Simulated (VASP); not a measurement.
# C (Fd-3m) in VASP: phonons with PBE+D4

Aim: the phonons of C with PBE+D4.

All numbers are computed with VASP 6.6.1; they aren't measurements. Logs are shortened: lines on timing, memory, paths and dates and some standing lists are left out, and cuts for length are marked.

## (1) The cell of the first run

The structure is cubic, space group Fd-3m (No. 227). Conventional cell: a = 3.567 Å, b = 3.567 Å, c = 3.567 Å, α = 90.00°, β = 90.00°, γ = 90.00°. Within 2.1 Å of C (site symmetry -43m) lie 4 C at 1.54 Å.

## (2) Phonons, PBE+D4

INCAR

```
  ALGO = Normal
  EDIFF = 1E-8
  ENCUT = 520
  GGA = PE
  IBRION = 6
  ISIF = 2
  ISMEAR = 0
  IVDW = 13
  LASPH = T
  LCHARG = F
  LREAL = F
  LWAVE = F
  NBANDS = 11
  NELM = 60
  NFREE = 2
  NSW = 1
  POTIM = 0.015
  PREC = Accurate
  SIGMA = 0.01
```

KPOINTS

```
k-points
0
Gamma
  4 4 4
```

POSCAR

```
C
1.0
    0.0000000000      1.7833700000      1.7833700000
    1.7833700000      0.0000000000      1.7833700000
    1.7833700000      1.7833700000      0.0000000000
C
2
Direct
    0.0000000000      0.0000000000      0.0000000000
    0.2500000000      0.2500000000      0.2500000000
```

Potentials or basis: VASP PAW PBE potentials, release 64 (C).

Launch:

```
cat potpaw_PBE.64/C/POTCAR > POTCAR
mpirun -np 1 vasp_std > vasp.out
```

OUTCAR:

```text
EDIFF = 1E-8
   ENCUT = 520
   GGA = PE
   IBRION = 6
   ISIF = 2
   ISMEAR = 0
   IVDW = 13
   LASPH = T
   LREAL = F
   NELM = 60
   NFREE = 2
   NSW = 1
   POTIM = 0.015
   PREC = Accurate

 ion  position               nearest neighbor table
   1  0.000  0.000  0.000-   2 1.54   2 1.54   2 1.54   2 1.54
   2  0.250  0.250  0.250-   1 1.54   1 1.54   1 1.54   1 1.54

  LATTYP: Found a face centered cubic cell.
 ALAT       =     3.5667400000

  Lattice vectors:

 A1 = (   0.0000000000,   1.7833700000,   1.7833700000)
 A2 = (   1.7833700000,   0.0000000000,   1.7833700000)
 A3 = (   1.7833700000,   1.7833700000,   0.0000000000)

Analysis of symmetry for initial positions (statically):
=====================================================================
 Subroutine PRICEL returns:
 Original cell was already a primitive cell.

 Routine SETGRP: Setting up the symmetry group for a
 face centered cubic supercell.

 Subroutine GETGRP returns: Found 48 space group operations
 (whereof 24 operations were pure point group operations)
 out of a pool of 48 trial point group operations.

The static configuration has the point symmetry T_d .
 The point group associated with its full space group is O_h .

Analysis of symmetry for dynamics (positions and initial velocities):
=====================================================================
 Subroutine PRICEL returns:
 Original cell was already a primitive cell.

 Routine SETGRP: Setting up the symmetry group for a
 face centered cubic supercell.

 Subroutine GETGRP returns: Found 48 space group operations
 (whereof 24 operations were pure point group operations)
 out of a pool of 48 trial point group operations.

The dynamic configuration has the point symmetry T_d .
 The point group associated with its full space group is O_h .

 Subroutine INISYM returns: Found 48 space group operations
 (whereof 24 operations are pure point group operations),
 and found     1 'primitive' translations

----------------------------------------------------------------------------------------

                                     Primitive cell

  volume of cell :      11.3437

  direct lattice vectors                    reciprocal lattice vectors
     0.000000000  1.783370000  1.783370000    -0.280368067  0.280368067  0.280368067
     1.783370000  0.000000000  1.783370000     0.280368067 -0.280368067  0.280368067
     1.783370000  1.783370000  0.000000000     0.280368067  0.280368067 -0.280368067

  length of vectors
     2.522066041  2.522066041  2.522066041     0.485611737  0.485611737  0.485611737

  position of ions in fractional coordinates (direct lattice)
     0.000000000  0.000000000  0.000000000
     0.250000000  0.250000000  0.250000000

  ion indices of the primitive-cell ions
   primitive index   ion index
                 1           1
                 2           2

----------------------------------------------------------------------------------------

 KPOINTS: k-points

Automatic generation of k-mesh.
 Grid dimensions read from file:
 generate k-points for:    4    4    4

 Generating k-lattice:

  Cartesian coordinates                     Fractional coordinates (reciprocal lattice)
    -0.070092017  0.070092017  0.070092017     0.250000000  0.000000000  0.000000000
     0.070092017 -0.070092017  0.070092017     0.000000000  0.250000000  0.000000000
     0.070092017  0.070092017 -0.070092017     0.000000000  0.000000000  0.250000000

  Length of vectors
     0.121402934  0.121402934  0.121402934

  Shift w.r.t. Gamma in fractional coordinates (k-lattice)
     0.000000000  0.000000000  0.000000000

 Subroutine IBZKPT returns following result:
 ===========================================

 Found      8 irreducible k-points:

 Following reciprocal coordinates:
            Coordinates               Weight
  0.000000  0.000000  0.000000      1.000000
  0.250000  0.000000  0.000000      8.000000
  0.500000  0.000000  0.000000      4.000000
  0.250000  0.250000  0.000000      6.000000
  0.500000  0.250000  0.000000     24.000000
 -0.250000  0.250000  0.000000     12.000000
  0.500000  0.500000  0.000000      3.000000
 -0.250000  0.500000  0.250000      6.000000
   k-points           NKPTS =      8   k-points in BZ     NKDIM =      8   number of bands    NBANDS=     11
   number of dos      NEDOS =    301   number of ions     NIONS =      2
   total plane-waves  NPLWV =   8000
   dimension x,y,z NGX =    20 NGY =   20 NGZ =   20
   dimension x,y,z NGXF=    40 NGYF=   40 NGZF=   40
   ions per type =               2
   NGX,Y,Z   is equivalent  to a cutoff of  13.18, 13.18, 13.18 a.u.
   NGXF,Y,Z  is equivalent  to a cutoff of  26.37, 26.37, 26.37 a.u.
 SYSTEM =  unknown system
   PREC   = accura    normal or accurate (medium, high low for compatibility)
   ISTART =      0    job   : 0-new  1-cont  2-samecut
   ICHARG =      2    charge: 1-file 2-atom 10-const
   ISPIN  =      1    spin polarized calculation?
   LNONCOLLINEAR =      F non collinear calculations
   LSORBIT =      F    spin-orbit coupling
   LASPH  =      T    aspherical Exc in radial PAW
   ENCUT  =  520.0 eV  38.22 Ry    6.18 a.u.   4.69  4.69  4.69*2*pi/ulx,y,z
   NELM   =     60;   NELMIN=  2; NELMDL= -5     # of ELM steps
   EDIFF  = 0.1E-07   stopping-criterion for ELM
   LREAL  =      F    real-space projection
   EDIFFG = 0.1E-06   stopping-criterion for IOM
   NSW    =     61    number of steps for IOM
   IBRION =      6    ionic relax: 0-MD 1-quasi-New 2-CG
   NFREE  =      2    steps in history (QN), initial steepest desc. (CG)
   ISIF   =      2    stress and relaxation
   ISYM   =      2    0-nonsym 1-usesym 2-fastsym
   POTIM  = 0.0150    time-step for ionic-motion
   TEBEG  =    0.0;   TEEND  =   0.0 temperature during run
   PSTRESS=    0.0 pullay stress
   NELECT =       8.0000    total number of electrons
   NUPDOWN=      -1.0000    fix difference up-down
   EMIN   =  10.00;   EMAX   =-10.00  energy-range for DOS
   EFERMI =   0.00;   METHOD = LEGACY
   ISMEAR =     0;   SIGMA  =   0.01  broadening in eV -4-tet -1-fermi 0-gaus
   EFERMI_NEDOS =   21; number of points for ismear=-14 and -15
   IALGO  =     38    algorithm
   IMIX   =      4    mixing-type and parameters
     AMIX     =   0.40;   BMIX     =  1.00
     AMIX_MAG =   1.60;   BMIX_MAG =  1.00
  volume/ion in A,a.u.               =       5.67        38.28
  Fermi-wavevector in a.u.,A,eV,Ry     =   1.457203  2.753714 28.891161  2.123440
  Thomas-Fermi vector in A             =   2.574032
   LORBIT       =      0    0 simple, 1 ext, 2 COOP (PROOUT), +10 PAW based schemes
   GGA     = PE    functional components
   LHFCALC =     F    Hartree Fock is set to
   AEXX    =    0.0000 exact exchange contribution
   IVDW    =    13    specifies the selected vdW correction
   LEPSILON=     F    determine dielectric tensor
   LRPA    =     F    only Hartree local field effects (RPA)
 finite differences with symmetry
 non-spin polarized calculation
 Gauss-broadening in eV      SIGMA  =   0.01
  energy-cutoff  :      520.00
  volume of cell :       11.34
 maximum number of plane-waves:       308
 NGX is ok and might be reduce to    20
   NGX =  9   NGY =  9   NGZ =  9

--------------------------------------- Ionic step        1  -------------------------------------------

 number of electron       7.9999999 magnetization

 Free energy of the ion-electron system (eV)
  ---------------------------------------------------
  ext. energy  EPLUGINS =         0.00000000
  ---------------------------------------------------
  free energy    TOTEN  =       -18.05217523 eV

  energy without entropy =      -18.05217523  energy(sigma->0) =      -18.05217523

 E-fermi :   9.9114     XC(G=0): -13.2372

 val. band max:        9.7630049709   @ k =   0.0000   0.0000   0.0000
 cond. band min:      14.1944799833   @ k =   0.2500   0.2500   0.0000
 fundamental gap:      4.4314750124
 Fermi energy:         9.9113504918

 k-point     1 :       0.0000    0.0000    0.0000
  band No.  band energies     occupation
      1     -11.7273      2.00000
      2       9.7630      2.00000
      3       9.7630      2.00000
      4       9.7630      2.00000
      5      15.3444      0.00000
      6      15.3444      0.00000
      7      15.3444      0.00000
      8      23.0951      0.00000
      9      29.0453      0.00000
     10      36.2731      0.00000
     11      36.2731      0.00000
[... 175 lines left out ...]
--------------------------------------- Ionic step        3  -------------------------------------------

 number of electron       7.9999999 magnetization

 Free energy of the ion-electron system (eV)
  ---------------------------------------------------
  ext. energy  EPLUGINS =         0.00000000
  ---------------------------------------------------
  free energy    TOTEN  =       -18.04780642 eV

  energy without entropy =      -18.04780642  energy(sigma->0) =      -18.04780642

 E-fermi :  10.1101     XC(G=0): -13.2373

 val. band max:        9.9930561068   @ k =   0.0000   0.0000   0.0000
 cond. band min:      14.1888636133   @ k =   0.2500   0.2500   0.0000
 fundamental gap:      4.1958075065
 Fermi energy:        10.1101012178

 k-point     1 :       0.0000    0.0000    0.0000
  band No.  band energies     occupation
      1     -11.7277      2.00000
      2       9.5328      2.00000
      3       9.7661      2.00000
      4       9.9931      2.00000
      5      15.1422      0.00000
      6      15.3402      0.00000
      7      15.5492      0.00000
      8      23.0941      0.00000
      9      29.0433      0.00000
     10      36.2726      0.00000
     11      36.2739      0.00000
[... 269 lines left out ...]
  FREE ENERGIE OF THE ION-ELECTRON SYSTEM (eV)
  ---------------------------------------------------
  free  energy   TOTEN  =       -18.4740903060 eV

  energy  without entropy=      -18.4740903060  energy(sigma->0) =      -18.47409031

 INTERNAL STRAIN TENSORS FROM DISPLACED ATOMS
 ============================================

 INTERNAL STRAIN TENSOR FOR ION    1 for displacements in x,y,z  (eV/Angst):
          X           Y           Z          XY          YZ          ZX
  --------------------------------------------------------------------------------
  x    -0.00000    -0.00000    -0.00000     0.00000     3.27713     0.00000
  y     0.00000    -0.00000     0.00000     0.00000     0.00000     3.27713
  z    -0.00000    -0.00000    -0.00000     3.27713     0.00000     0.00000

 INTERNAL STRAIN TENSOR FOR ION    2 for displacements in x,y,z  (eV/Angst):
          X           Y           Z          XY          YZ          ZX
  --------------------------------------------------------------------------------
  x     0.00000     0.00000     0.00000     0.00000    -3.27713     0.00000
  y    -0.00000     0.00000    -0.00000     0.00000     0.00000    -3.27713
  z     0.00000     0.00000     0.00000    -3.27713     0.00000     0.00000

 Eigenvectors and eigenvalues of the dynamical matrix
 ----------------------------------------------------

   1 f  =   39.747395 THz   249.740250 2PiTHz 1325.830392 cm-1   164.381944 meV
             X         Y         Z           dx          dy          dz
      0.000000  0.000000  0.000000     0.000000   -0.707107    0.000000
      0.891685  0.891685  0.891685     0.000000    0.707107    0.000000
[... 21 lines left out ...]
   6 f  =    0.000000 THz     0.000000 2PiTHz    0.000000 cm-1     0.000000 meV
             X         Y         Z           dx          dy          dz
      0.000000  0.000000  0.000000     0.000000    0.000000    0.707107
      0.891685  0.891685  0.891685     0.000000    0.000000    0.707107

 ELASTIC MODULI CONTR FROM IONIC RELAXATION (kBar)
 Direction    XX          YY          ZZ          XY          YZ          ZX
 --------------------------------------------------------------------------------
 XX          -0.0000     -0.0000     -0.0000      0.0000      0.0000     -0.0000
 YY          -0.0000     -0.0000     -0.0000      0.0000      0.0000      0.0000
 ZZ          -0.0000     -0.0000     -0.0000      0.0000      0.0000     -0.0000
 XY           0.0000      0.0000      0.0000    -39.0733      0.0000      0.0000
 YZ           0.0000      0.0000      0.0000      0.0000    -39.0733      0.0000
 ZX          -0.0000      0.0000     -0.0000      0.0000      0.0000    -39.0733
 --------------------------------------------------------------------------------
```

Run time: 21 s. Hardware: 1 thread of AMD EPYC 7R13, shared host; peak memory 0.09 GiB.

Results:

```yaml
Highest_phonon_frequency_at_Γ: 1326 cm⁻¹
Dispersion_energy_per_atom: -0.213 eV
```

Phonon frequencies in cm⁻¹ (negative: imaginary):
| q point | frequencies |
| --- | --- |
| (0.000, 0.000, 0.000) | 0 0 0 1326 1326 1326 |

Caveat: the k points lie up to 0.76 Å⁻¹ apart; the cell wasn't relaxed at this level first, which shifts response properties.
